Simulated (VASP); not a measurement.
Crystal: Ti2Al.

```xyz
6
Lattice="0.0000 3.5967 3.5967 3.5967 0.0000 3.5967 3.5967 3.5967 0.0000" Properties=species:S:1:pos:R:3 pbc="T T T"
Ti    4.4958    4.4958    4.4958
Ti    4.4958    2.6975    2.6975
Ti    2.6975    4.4958    2.6975
Ti    2.6975    2.6975    4.4958
Al    0.0000    0.0000    0.0000
Al    1.7983    1.7983    1.7983
```

The cell was generated, and may not be a known phase.

* Program: VASP 6.6.1
* Task: relaxation of cell and atoms
* Functional: PBE
* Potentials or basis: VASP PAW PBE potentials, release 64 (Ti_sv, Al)
* Cutoff: 600 eV
* k mesh: 4 × 4 × 4
* Occupations: gaussian, width 0.1 eV
* Spin: no spin polarisation

At the start: pressure 10.2 GPa; volume 15.51 Å³/atom.

Problem. Where does the relaxation end?

Solution. Over 3 steps the energy falls by 46.6 meV/atom and the volume is 17.09 Å³/atom (+10.2 %); space group Fd-3m (No. 227, to 0.1 Å) before and after.

Step by step:
```
step  energy change (eV)  largest force (eV/Å)  pressure (GPa)  volume (Å³)
   1              0.0000                0.0000           10.21        93.05
   2             -0.2316                0.0000           -3.36       107.01
   3             -0.2796                0.0000            0.00       102.55
```

Final structure:
```
Ti Al
1.0
     0.00000    3.71506    3.71506
     3.71506    0.00000    3.71506
     3.71506    3.71506    0.00000
Ti Al
4 2
Direct
  0.62500 0.62500 0.62500
  0.12500 0.62500 0.62500
  0.62500 0.12500 0.62500
  0.62500 0.62500 0.12500
  0.00000 0.00000 0.00000
  0.25000 0.25000 0.25000
```

Caveat: the k points lie up to 0.37 Å⁻¹ apart in the final cell.
